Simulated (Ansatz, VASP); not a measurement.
## One calculation of CaO, two programs

The input POSCAR:

```
CaO
1.0
    0.0000000000      2.4490000000      2.4490000000
    2.4490000000      0.0000000000      2.4490000000
    2.4490000000      2.4490000000      0.0000000000
Ca O
1 1
Direct
    0.0000000000      0.0000000000      0.0000000000
    0.5000000000      0.5000000000      0.5000000000
```

Contents of INCAR.step1:

```
SYSTEM = CaO
PREC     = Accurate       ! precision mode
ENCUT    = 520            ! plane-wave cutoff, eV
ISMEAR   = -1             ! smearing method
SIGMA    = 0.02           ! smearing width, eV
LREAL    = .FALSE.        ! projectors in reciprocal space
LASPH    = .TRUE.         ! aspherical terms in the spheres
NELM     = 80             ! most SCF steps
NBANDS   = 15             ! bands
GGA      = PE             ! functional
ALGO     = Normal         ! electronic algorithm
EDIFF    = 1E-4           ! SCF threshold, eV
LWAVE    = .TRUE.         ! write WAVECAR
LCHARG   = .FALSE.        ! write CHGCAR
```

Contents of INCAR.step2:

```
SYSTEM = CaO
PREC     = Accurate       ! precision mode
ENCUT    = 520            ! plane-wave cutoff, eV
EDIFF    = 1E-8           ! SCF threshold, eV
ISMEAR   = -1             ! smearing method
SIGMA    = 0.02           ! smearing width, eV
LREAL    = .FALSE.        ! projectors in reciprocal space
LASPH    = .TRUE.         ! aspherical terms in the spheres
NELM     = 80             ! most SCF steps
ALGO     = Normal         ! electronic algorithm
ISIF     = 2              ! what is computed and relaxed
LWAVE    = .FALSE.        ! write WAVECAR
LCHARG   = .FALSE.        ! write CHGCAR
METAGGA  = R2SCAN         ! meta-GGA
LMIXTAU  = .TRUE.       
LEFG     = .TRUE.       
NBANDS   = 15             ! bands
ISTART   = 1
```

The input KPOINTS:

```
Automatic mesh
0
G
  11 11 11
  0 0 0
```

Input for Ansatz:

```yaml
crystal:
  lattice:
    - [0.0, 2.449, 2.449]
    - [2.449, 0.0, 2.449]
    - [2.449, 2.449, 0.0]
  atoms:
    - { symbol: Ca, position: [0.0, 0.0, 0.0] }
    - { symbol: O, position: [0.5, 0.5, 0.5] }
kpoints:
  mp_grid: { grid: [11, 11, 11] }
  band_path:
    path:
      - [0.0, 0.0, 0.0]
      - [0.5, 0.0, 0.5]
      - [0.625, 0.25, 0.625]
      - [0.375, 0.375, 0.75]
      - [0.0, 0.0, 0.0]
      - [0.5, 0.5, 0.5]
      - [0.5, 0.25, 0.75]
      - [0.5, 0.0, 0.5]
    npoints: 5
scf:
  occupations: { method: fermi_dirac, width: 0.02 }
hamiltonian:
  xc: r2scan
  pseudopotentials: { kind: paw }
output:
  forces: true
  stress: true
  eigenvalues: true
  efg: { contact_densities: true }
```

Alike in both runs: task electric field gradients; functional r2SCAN; k mesh 11 × 11 × 11; occupations fermi-dirac, width 0.02 eV; no spin polarisation.

|  | VASP | Ansatz |
| --- | --- | --- |
| version | VASP 6.6.1 | Ansatz 0.2.0 |
| potentials or method | VASP PAW PBE potentials, release 64 (Ca_sv, O) | PAW with Ansatz's default frozen-core files, scalar-relativistic |
| plane-wave cutoff (eV) | 520 | 500 |
| valence electrons in the cell | 16 | 16 |

```csv
,VASP,Ansatz,Ansatz less VASP
gap on the k mesh at the Fermi level (eV),4.23,4.24,+0.009
pressure (GPa),-5.7,-6.5,-0.81
```

VASP's potentials were made for PBE, not for r2SCAN. With one functional, cell and mesh, what is left measures potentials, basis and numerics.
